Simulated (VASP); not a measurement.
# PbS (zincblende type) (F-43m) in VASP: further runs, part 2 of 3

VASP 6.6.1. Earlier steps stand in the parts before.

### Step 3. Single point, PBEsol (28.01 Å³/atom)

This run uses another cell than the first one, of 28.01 Å³/atom.

INCAR

```
SYSTEM = PbS
  PREC = Accurate
  ENCUT = 520
  EDIFF = 1E-7
  ISMEAR = -1
  SIGMA = 0.05
  LREAL = .FALSE.
  LASPH = .TRUE.
  NELM = 80
  ALGO = Normal
  ISIF = 2
  LWAVE = .FALSE.
  LCHARG = .TRUE.
  GGA = PS
  LELF = .TRUE.
  LVHAR = .TRUE.
  NBANDS = 17
```

KPOINTS

```
regular mesh
0
G
  12 12 12
  0 0 0
```

POSCAR

```
PbS
1.0
    0.0000000000      3.0369633553      3.0369633553
    3.0369633553      0.0000000000      3.0369633553
    3.0369633553      3.0369633553      0.0000000000
Pb S
1 1
Direct
    0.0000000000      0.0000000000      0.0000000000
    0.2500000000      0.2500000000      0.2500000000
```

Potentials or basis: VASP PAW PBE potentials, release 64 (Pb_d, S).

The run is started by

```sh
> cat potpaw_PBE.64/Pb_d/POTCAR potpaw_PBE.64/S/POTCAR > POTCAR
> mpirun -np 1 vasp_std > vasp.out
```

OUTCAR:

```text
SYSTEM = PbS
   PREC = Accurate
   ENCUT = 520
   EDIFF = 1E-7
   ISMEAR = -1
   LREAL = .FALSE.
   LASPH = .TRUE.
   NELM = 80
   ISIF = 2
   GGA = PS

 ion  position               nearest neighbor table
   1  0.000  0.000  0.000-   2 2.63   2 2.63   2 2.63   2 2.63
   2  0.250  0.250  0.250-   1 2.63   1 2.63   1 2.63   1 2.63

  LATTYP: Found a face centered cubic cell.
 ALAT       =     6.0739267106

  Lattice vectors:

 A1 = (   0.0000000000,   3.0369633553,   3.0369633553)
 A2 = (   3.0369633553,   0.0000000000,   3.0369633553)
 A3 = (   3.0369633553,   3.0369633553,   0.0000000000)

Analysis of symmetry for initial positions (statically):
=====================================================================
 Subroutine PRICEL returns:
 Original cell was already a primitive cell.

 Routine SETGRP: Setting up the symmetry group for a
 face centered cubic supercell.

 Subroutine GETGRP returns: Found 24 space group operations
 (whereof 24 operations were pure point group operations)
 out of a pool of 48 trial point group operations.

The static configuration has the point symmetry T_d .

Analysis of symmetry for dynamics (positions and initial velocities):
=====================================================================
 Subroutine PRICEL returns:
 Original cell was already a primitive cell.

 Routine SETGRP: Setting up the symmetry group for a
 face centered cubic supercell.

 Subroutine GETGRP returns: Found 24 space group operations
 (whereof 24 operations were pure point group operations)
 out of a pool of 48 trial point group operations.

The dynamic configuration has the point symmetry T_d .

 Subroutine INISYM returns: Found 24 space group operations
 (whereof 24 operations are pure point group operations),
 and found     1 'primitive' translations

----------------------------------------------------------------------------------------

                                     Primitive cell

  volume of cell :      56.0207

  direct lattice vectors                    reciprocal lattice vectors
     0.000000000  3.036963355  3.036963355    -0.164638141  0.164638141  0.164638141
     3.036963355  0.000000000  3.036963355     0.164638141 -0.164638141  0.164638141
     3.036963355  3.036963355  0.000000000     0.164638141  0.164638141 -0.164638141

  length of vectors
     4.294914765  4.294914765  4.294914765     0.285161624  0.285161624  0.285161624

  position of ions in fractional coordinates (direct lattice)
     0.000000000  0.000000000  0.000000000
     0.250000000  0.250000000  0.250000000

  ion indices of the primitive-cell ions
   primitive index   ion index
                 1           1
                 2           2

----------------------------------------------------------------------------------------

 KPOINTS: regular mesh

Automatic generation of k-mesh.
 Grid dimensions read from file:
 generate k-points for:   12   12   12

 Generating k-lattice:

  Cartesian coordinates                     Fractional coordinates (reciprocal lattice)
    -0.013719845  0.013719845  0.013719845     0.083333333  0.000000000  0.000000000
     0.013719845 -0.013719845  0.013719845     0.000000000  0.083333333  0.000000000
     0.013719845  0.013719845 -0.013719845     0.000000000  0.000000000  0.083333333

  Length of vectors
     0.023763469  0.023763469  0.023763469

  Shift w.r.t. Gamma in fractional coordinates (k-lattice)
     0.000000000  0.000000000  0.000000000

 Subroutine IBZKPT returns following result:
 ===========================================

 Found     72 irreducible k-points:

 Following reciprocal coordinates:
            Coordinates               Weight
  0.000000  0.000000  0.000000      1.000000
  0.083333  0.000000  0.000000      8.000000
  0.166667  0.000000  0.000000      8.000000
  0.250000  0.000000  0.000000      8.000000
  0.333333  0.000000  0.000000      8.000000
  0.416667  0.000000  0.000000      8.000000
[... 16 lines left out ...]
  0.500000  0.166667  0.000000     24.000000
 -0.416667  0.166667  0.000000     24.000000
 [... further k-points ...]
   k-points           NKPTS =     72   k-points in BZ     NKDIM =     72   number of bands    NBANDS=     17
   number of dos      NEDOS =    301   number of ions     NIONS =      2
   total plane-waves  NPLWV =  32768
   dimension x,y,z NGX =    32 NGY =   32 NGZ =   32
   dimension x,y,z NGXF=    64 NGYF=   64 NGZF=   64
   ions per type =               1   1
   NGX,Y,Z   is equivalent  to a cutoff of  12.39, 12.39, 12.39 a.u.
   NGXF,Y,Z  is equivalent  to a cutoff of  24.77, 24.77, 24.77 a.u.
 SYSTEM =  PbS
   PREC   = accura    normal or accurate (medium, high low for compatibility)
   ISTART =      0    job   : 0-new  1-cont  2-samecut
   ICHARG =      2    charge: 1-file 2-atom 10-const
   ISPIN  =      1    spin polarized calculation?
   LNONCOLLINEAR =      F non collinear calculations
   LSORBIT =      F    spin-orbit coupling
   LASPH  =      T    aspherical Exc in radial PAW
   ENCUT  =  520.0 eV  38.22 Ry    6.18 a.u.   7.99  7.99  7.99*2*pi/ulx,y,z
   NELM   =     80;   NELMIN=  2; NELMDL= -5     # of ELM steps
   EDIFF  = 0.1E-06   stopping-criterion for ELM
   LREAL  =      F    real-space projection
   EDIFFG = 0.1E-05   stopping-criterion for IOM
   NSW    =      0    number of steps for IOM
   IBRION =     -1    ionic relax: 0-MD 1-quasi-New 2-CG
   NFREE  =      0    steps in history (QN), initial steepest desc. (CG)
   ISIF   =      2    stress and relaxation
   ISYM   =      2    0-nonsym 1-usesym 2-fastsym
   POTIM  = 0.5000    time-step for ionic-motion
   TEBEG  =    0.0;   TEEND  =   0.0 temperature during run
   PSTRESS=    0.0 pullay stress
   NELECT =      20.0000    total number of electrons
   NUPDOWN=      -1.0000    fix difference up-down
   EMIN   =  10.00;   EMAX   =-10.00  energy-range for DOS
   EFERMI =   0.00;   METHOD = LEGACY
   ISMEAR =    -1;   SIGMA  =   0.05  broadening in eV -4-tet -1-fermi 0-gaus
   EFERMI_NEDOS =   21; number of points for ismear=-14 and -15
   IALGO  =     38    algorithm
   IMIX   =      4    mixing-type and parameters
     AMIX     =   0.40;   BMIX     =  1.00
     AMIX_MAG =   1.60;   BMIX_MAG =  1.00
  volume/ion in A,a.u.               =      28.01       189.02
  Fermi-wavevector in a.u.,A,eV,Ry     =   1.161365  2.194661 18.351102  1.348768
  Thomas-Fermi vector in A             =   2.297937
   LORBIT       =      0    0 simple, 1 ext, 2 COOP (PROOUT), +10 PAW based schemes
   GGA     = PS    functional components
   LHFCALC =     F    Hartree Fock is set to
   AEXX    =    0.0000 exact exchange contribution
   IVDW    =     0    specifies the selected vdW correction
   LEPSILON=     F    determine dielectric tensor
   LRPA    =     F    only Hartree local field effects (RPA)
 non-spin polarized calculation
  energy-cutoff  :      520.00
  volume of cell :       56.02
 maximum number of plane-waves:      1540
   NGX = 15   NGY = 15   NGZ = 15

 number of electron      20.0000006 magnetization

 Free energy of the ion-electron system (eV)
  ---------------------------------------------------
  ext. energy  EPLUGINS =         0.00000000
  ---------------------------------------------------
  free energy    TOTEN  =        -8.43649208 eV

  energy without entropy =       -8.43419674  energy(sigma->0) =       -8.43534441

 E-fermi :   5.4984     XC(G=0):  -9.2626

 val. band max:        5.4738202491   @ k =   0.4167   0.4167   0.0000
 cond. band min:       5.5418672498   @ k =  -0.2500   0.5000   0.2500
 fundamental gap:      0.0680470008
 Fermi energy:         5.4983717130

 k-point     1 :       0.0000    0.0000    0.0000
  band No.  band energies     occupation
      1     -11.5771      2.00000
      2     -11.5771      2.00000
      3     -11.5771      2.00000
      4     -11.4544      2.00000
      5     -11.4544      2.00000
      6      -9.1337      2.00000
[... 9 lines left out ...]
     16      13.8761      0.00000
     17      14.9950      0.00000
[... 441 lines left out ...]
 k-point    24 :      -0.4167    0.1667    0.0000
  band No.  band energies     occupation
      1     -11.7188      2.00000
      2     -11.5403      2.00000
      3     -11.5336      2.00000
      4     -11.4511      2.00000
      5     -11.4456      2.00000
      6      -7.6627      2.00000
[... 9 lines left out ...]
     16      14.0029      0.00000
     17      15.1943      0.00000

 [... further k-points ...]

------------------------ aborting loop because EDIFF is reached ----------------------------------------

  FORCE on cell =-STRESS in cart. coord.  units (eV):
  Direction    XX          YY          ZZ          XY          YZ          ZX
  --------------------------------------------------------------------------------------
  -------------------------------------------------------------------------------------
  Total        4.7175120      4.7175120      4.7175120      0.0000000      0.0000000      0.0000000
  in kB      134.9195697    134.9195697    134.9195697      0.0000000      0.0000000      0.0000000
  external PRESSURE =     134.9195697 kB  Pullay stress =       0.0000000 kB

 VOLUME and BASIS-vectors are now :
 -----------------------------------------------------------------------------
  energy-cutoff  :      520.00
  volume of cell :       56.02
      direct lattice vectors                 reciprocal lattice vectors
     0.000000000  3.036963355  3.036963355    -0.164638141  0.164638141  0.164638141
     3.036963355  0.000000000  3.036963355     0.164638141 -0.164638141  0.164638141
     3.036963355  3.036963355  0.000000000     0.164638141  0.164638141 -0.164638141

 POSITION                                       TOTAL-FORCE (eV/Angst)
 -----------------------------------------------------------------------------------
      0.00000      0.00000      0.00000        -0.000000     -0.000000     -0.000000
      1.51848      1.51848      1.51848         0.000000      0.000000      0.000000
 -----------------------------------------------------------------------------------
    total drift:                                0.000000      0.000000      0.000000

  FREE ENERGIE OF THE ION-ELECTRON SYSTEM (eV)
  ---------------------------------------------------
  free  energy   TOTEN  =        -8.4364920782 eV

  energy  without entropy=       -8.4341967431  energy(sigma->0) =       -8.43534441
```

OSZICAR:

```text
N       E                     dE             d eps       ncg     rms          rms(c)
DAV:   1     0.160811467445E+03    0.16081E+03   -0.96045E+03  2464   0.121E+03
DAV:   2     0.397649716498E+01   -0.15683E+03   -0.15119E+03  2642   0.311E+02
DAV:   3    -0.857203034384E+01   -0.12549E+02   -0.12354E+02  3181   0.932E+01
DAV:   4    -0.890107917717E+01   -0.32905E+00   -0.32878E+00  3165   0.169E+01
DAV:   5    -0.891311015231E+01   -0.12031E-01   -0.12030E-01  3487   0.309E+00    0.832E+00
DAV:   6    -0.844731085958E+01    0.46580E+00   -0.11604E+00  3862   0.895E+00    0.555E+00
DAV:   7    -0.843709622524E+01    0.10215E-01   -0.19572E-01  3121   0.227E+00    0.220E+00
DAV:   8    -0.843643865441E+01    0.65757E-03   -0.21020E-02  3697   0.153E+00    0.447E-01
DAV:   9    -0.843634357787E+01    0.95077E-04   -0.42935E-03  3457   0.555E-01    0.209E-01
DAV:  10    -0.843642894613E+01   -0.85368E-04   -0.44802E-04  2712   0.159E-01    0.411E-02
DAV:  11    -0.843648706753E+01   -0.58121E-04   -0.92375E-05  2874   0.750E-02    0.519E-02
DAV:  12    -0.843649158733E+01   -0.45198E-05   -0.10503E-05  3069   0.364E-02    0.313E-03
DAV:  13    -0.843649182826E+01   -0.24092E-06   -0.94109E-07  3134   0.613E-03    0.271E-03
DAV:  14    -0.843649207567E+01   -0.24741E-06   -0.44407E-07  2786   0.523E-03    0.106E-03
DAV:  15    -0.843649207820E+01   -0.25382E-08   -0.24017E-08  1960   0.925E-04
   1 F= -.84364921E+01 E0= -.84353444E+01  d E =-.229534E-02
```

Run time: 91 s. Hardware: 1 thread of Intel Xeon 8259CL, shared host; peak memory 0.22 GiB.

Results:

- Free energy: -8.4365 eV
- Pressure: 13.5 GPa
- Band gap on the k mesh: zero (bands 10 and 11 overlap by 0.15 eV)

Caveat: the cell stands under pressure; semilocal functionals underestimate gaps, so a narrow gap can read as zero; the PAW data sets were made with another functional, which shifts forces and pressure a little; spin-orbit coupling is left out, which moves the levels of the heavy elements.

### Step 4. Single point, PBEsol

This run uses another cell than the first one, of 35.01 Å³/atom.

INCAR

```
SYSTEM = PbS
PREC = Accurate
ENCUT = 520
EDIFF = 1E-6
ISMEAR = -1
SIGMA = 0.05
LREAL = .FALSE.
LASPH = .TRUE.
NELM = 100
ALGO = Normal
ISIF = 2
LWAVE = .FALSE.
LCHARG = .FALSE.
GGA = PS
NBANDS = 17
```

KPOINTS is that of step 3.

POSCAR

```
PbS
1.0
    0.0000000000      3.2714696025      3.2714696025
    3.2714696025      0.0000000000      3.2714696025
    3.2714696025      3.2714696025      0.0000000000
Pb S
1 1
Direct
    0.0000000000      0.0000000000      0.0000000000
    0.2500000000      0.2500000000      0.2500000000
```

Potentials or basis: VASP PAW PBE potentials, release 64 (Pb_d, S).

The run is started by

```sh
> cat potpaw_PBE.64/Pb_d/POTCAR potpaw_PBE.64/S/POTCAR > POTCAR
> mpirun -np 1 vasp_std > vasp.out
```

OUTCAR:

```text
SYSTEM = PbS
   PREC = Accurate
   ENCUT = 520
   EDIFF = 1E-6
   ISMEAR = -1
   LREAL = .FALSE.
   LASPH = .TRUE.
   NELM = 100
   ISIF = 2
   GGA = PS

 ion  position               nearest neighbor table
   1  0.000  0.000  0.000-   2 2.83   2 2.83   2 2.83   2 2.83
   2  0.250  0.250  0.250-   1 2.83   1 2.83   1 2.83   1 2.83

  LATTYP: Found a face centered cubic cell.
 ALAT       =     6.5429392050

  Lattice vectors:

[... 665 lines left out ...]

------------------------ aborting loop because EDIFF is reached ----------------------------------------

  FORCE on cell =-STRESS in cart. coord.  units (eV):
  Direction    XX          YY          ZZ          XY          YZ          ZX
  --------------------------------------------------------------------------------------
  -------------------------------------------------------------------------------------
  Total       -0.0129147     -0.0129147     -0.0129147      0.0000000      0.0000000     -0.0000000
  in kB       -0.2954864     -0.2954864     -0.2954864      0.0000000      0.0000000     -0.0000000
  external PRESSURE =      -0.2954864 kB  Pullay stress =       0.0000000 kB

 VOLUME and BASIS-vectors are now :
 -----------------------------------------------------------------------------
  energy-cutoff  :      520.00
  volume of cell :       70.03
      direct lattice vectors                 reciprocal lattice vectors
     0.000000000  3.271469602  3.271469602    -0.152836511  0.152836511  0.152836511
     3.271469602  0.000000000  3.271469602     0.152836511 -0.152836511  0.152836511
     3.271469602  3.271469602  0.000000000     0.152836511  0.152836511 -0.152836511

 POSITION                                       TOTAL-FORCE (eV/Angst)
 -----------------------------------------------------------------------------------
      0.00000      0.00000      0.00000         0.000000     -0.000000      0.000000
      1.63573      1.63573      1.63573        -0.000000      0.000000     -0.000000
 -----------------------------------------------------------------------------------
    total drift:                                0.000000      0.000000      0.000000

  FREE ENERGIE OF THE ION-ELECTRON SYSTEM (eV)
  ---------------------------------------------------
  free  energy   TOTEN  =        -8.9324005339 eV

  energy  without entropy=       -8.9323835278  energy(sigma->0) =       -8.93239203
```

OSZICAR:

```text
N       E                     dE             d eps       ncg     rms          rms(c)
DAV:   1     0.161500136667E+03    0.16150E+03   -0.93681E+03  2456   0.114E+03
DAV:   2     0.434943057380E+01   -0.15715E+03   -0.15156E+03  2630   0.296E+02
DAV:   3    -0.913695105377E+01   -0.13486E+02   -0.13361E+02  3168   0.933E+01
DAV:   4    -0.950493558472E+01   -0.36798E+00   -0.36765E+00  3148   0.187E+01
DAV:   5    -0.951940457863E+01   -0.14469E-01   -0.14468E-01  3378   0.341E+00    0.493E+00
DAV:   6    -0.893434536665E+01    0.58506E+00   -0.17397E+00  3751   0.852E+00    0.348E+00
DAV:   7    -0.893077400331E+01    0.35714E-02   -0.15838E-01  2741   0.191E+00    0.176E+00
DAV:   8    -0.893147503107E+01   -0.70103E-03   -0.15556E-02  2863   0.133E+00    0.142E-01
DAV:   9    -0.893180133164E+01   -0.32630E-03   -0.45257E-03  3451   0.492E-01    0.156E-01
DAV:  10    -0.893229899082E+01   -0.49766E-03   -0.66806E-04  2546   0.168E-01    0.399E-02
DAV:  11    -0.893238655677E+01   -0.87566E-04   -0.14221E-04  3086   0.102E-01    0.251E-02
DAV:  12    -0.893239995570E+01   -0.13399E-04   -0.26908E-05  2804   0.524E-02    0.693E-03
DAV:  13    -0.893240053395E+01   -0.57825E-06   -0.18490E-06  2970   0.128E-02
   1 F= -.89324005E+01 E0= -.89323920E+01  d E =-.170061E-04
```

stdout:

```text
POSCAR found type information on POSCAR PbS
 POSCAR found :  2 types and       2 ions
 scaLAPACK will be used
 -----------------------------------------------------------------------------
|                                                                             |
|                                                                             |
|     You enforced a specific xc type in the INCAR file but a different       |
|     I HOPE YOU KNOW WHAT YOU ARE DOING!                                     |
|                                                                             |
 -----------------------------------------------------------------------------

 LDA part: xc-table for (Slater+PW92), standard interpolation
 POSCAR, INCAR and KPOINTS ok, starting setup
 FFT: planning ... GRIDC
 FFT: planning ... GRID_SOFT
 FFT: planning ... GRID
 WAVECAR not read
 entering main loop
```

Wall time 1.9 min (1 thread of Intel Xeon 8259CL, shared host); peak memory 0.25 GiB.

Results:

| Item | Value |
| --- | --- |
| Free energy | -8.9324 eV |
| Pressure | 0.0 GPa |
| Band gap on the k mesh | 0.63 eV (least direct gap 1.15 eV) |

Levels at points of the mesh, in eV from the valence-band top:
```tsv
k point	band 6	band 7	band 8	band 9	band 10	band 11	band 12	band 13	band 14	band 15
(0.00, 0.00, 0.00)	-12.81	-5.92	-1.83	-1.83	-1.83	2.41	2.41	2.41	5.13	8.54
(0.50, 0.00, 0.00)	-12.01	-7.84	-2.37	-2.37	-2.03	3.13	3.13	3.58	6.88	8.52
(0.50, 0.50, 0.00)	-11.69	-8.26	-3.10	-3.10	-0.52	0.63	5.15	5.15	5.84	8.67
```

Caveat: the PAW data sets were made with another functional, which shifts forces and pressure a little; spin-orbit coupling is left out, which moves the levels of the heavy elements. A k mesh can miss the band edges.

(Continued in part 3 of 3.)
